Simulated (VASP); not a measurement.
Runs of VASP 6.6.1 on Mg3BeTe4. The structure is that of space group P-43m (No. 215), or close to it. The cells are those of the table. 

```csv
task,cell,k mesh,cutoff (eV),smearing,gap on the mesh (eV),pressure (GPa),relaxed volume (Å³/atom),largest force (eV/Å)
single point,"a = 6.301 Å, 8 atoms",3 × 3 × 3,520,gaussian 0.2 eV,(a),0.0,-,0.01
single point,"a = 6.307, b = 6.310, c = 6.301 Å, angles 90.0, 90.0, 90.1°, 8 atoms",2 × 2 × 2,520,gaussian 0.1 eV,2.32,0.0,-,0.02
relaxation of cell and atoms,"relaxed from a = 6.301 Å, 8 atoms",4 × 4 × 4,600,gaussian 0.02 eV,2.34,0.0,31.22,0.01
single point,"a = 6.296 Å, 8 atoms",2 × 2 × 2,520,gaussian 0.1 eV,2.34,0.2,-,0.02
relaxation of cell and atoms,"relaxed from a = 6.220 Å, 8 atoms",3 × 3 × 3,600,gaussian 0.2 eV,2.32,-0.2,31.38,0.01
single point,"a = 6.296 Å, 8 atoms",4 × 4 × 4,520,gaussian 0.02 eV,2.34,0.0,-,0.01
```

Alike in all rows: level PBE; potentials or basis VASP PAW PBE potentials, release 64 (Mg, Be, Te); no spin polarisation.

Question: Estimate the missing entries.

Answer: (a) 2.33.

Caveats: some runs use coarse meshes; spin-orbit coupling is left out, which moves the levels of the heavy elements.

A k mesh can miss the band edges, and the runs leave out spin-orbit coupling on Te.
